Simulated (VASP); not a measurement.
Wanted: the native input for a VASP 6.6.1 run.

| Quantity | Value |
| --- | --- |
| Task | single point |
| Functional | PBE |
| Dispersion | D3(BJ) |
| Potentials or basis | VASP PAW PBE potentials, release 64 (W_sv, C) |
| Cutoff | 600 eV |
| k mesh | 2 × 4 × 1, shifted |
| Occupations | gaussian, width 0.1 eV |
| Spin | collinear spin, ferromagnetic start |
| Starting moments | [1.29, 1.29, 0.22] μB |
| Fixed moment | 5 μB |
| Dipole correction | no |
| Further INCAR settings | ALGO = Normal; EDIFF = 1e-06; NBANDS = 27; ISYM = 0 |

The structure of W2C lies in POSCAR:

```
W2C
1.0
    3.0700456420      0.0000000000      0.0000000000
   -1.5350228210      2.6587375167      0.0000000000
    0.0000000000      0.0000000000      4.6784280000
W C
2 1
Direct
    0.3333333333      0.6666666667      0.7463310000
    0.6666666667      0.3333333333      0.2536690000
    0.0000000000      0.0000000000      0.0000000000
```

One way to write it, as run:

INCAR

```
SYSTEM = W2C
  PREC = Accurate
  ENCUT = 600
  EDIFF = 1E-6
  ISMEAR = 0
  SIGMA = 0.1
  LREAL = .False.
  LASPH = .True.
  NELM = 200
  ALGO = Normal
  ISIF = 2
  LWAVE = .False.
  LCHARG = .False.
  ISPIN = 2
  MAGMOM = 1.29 1.29 0.22
  LORBIT = 11
  NUPDOWN = 5.0
  LMAXMIX = 4
  GGA = PE
  IVDW = 12
  ISYM = 0
  NBANDS = 27
  GGA_COMPAT = .False.
```

KPOINTS

```
Automatic mesh
0
Gamma
  2 4 1
  0.5 0.5 0
```

Potentials or basis: VASP PAW PBE potentials, release 64 (W_sv, C).

Run with:

```console
$ cat potpaw_PBE.64/W_sv/POTCAR potpaw_PBE.64/C/POTCAR > POTCAR
$ mpirun -np 1 vasp_std > vasp.out
```

It gave:

* Pressure: 30.7 GPa
* Largest force: 0.569 eV/Å
* Net moment: 5.00 μB per cell
* Site moments: W +1.94; C +0.10 μB
* Valence electrons inside the program's atomic spheres: W 12.17; C 2.48
* Dispersion energy per atom: -0.517 eV

Caveat: the k points lie up to 1.34 Å⁻¹ apart; the moment is held away from its start; three body term missing; the total moment is fixed, so each spin has its own Fermi level.

Run time: 19 s on 1 thread of Intel Xeon 6975P-C, with other jobs on the host, peak memory 0.21 GiB.
